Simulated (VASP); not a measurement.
NiO:

```
Ni O
1.0
     0.00000    2.08590    2.08590
     2.08590    0.00000    2.08590
     2.08590    2.08590    0.00000
Ni O
1 1
Cartesian
  0.0000 0.0000 0.0000
  2.0859 2.0859 2.0859
```

Base run:

| Quantity | Value |
| --- | --- |
| Program | VASP 6.6.1 |
| Functional | PBE |
| Potentials or basis | VASP PAW PBE potentials, release 64 (Ni_sv_GW, O) |
| Cutoff | 700 eV |
| k mesh | 11 × 11 × 11 |
| Occupations | fermi-dirac, width 0.05 eV |
| Spin | collinear spin, ferromagnetic start |
| Starting moments | [1.0, 0.0] μB |
| Hubbard terms | Ni d U = 5.0 eV |

Its results: band gap on the k mesh 2.07 eV (least direct gap 2.82 eV); pressure 10.8 GPa; net moment 2.00 μB per cell; site moments Ni +1.76; O +0.20 μB.

The run is repeated on the same cell with these changes: hubbard terms from Ni d U = 5.0 eV to Ni d U = 1.0 eV. What comes out?

Band gap on the k mesh zero (filled and empty bands overlap); pressure 8.2 GPa; net moment 1.98 μB per cell; site moments Ni +1.64; O +0.29 μB.

Caveats: the cell stands under pressure; a cell with one magnetic atom can't hold antiferromagnetic order, which such compounds often take; an odd mesh through Γ misses points on the zone boundary, where band edges can lie (at least some runs).
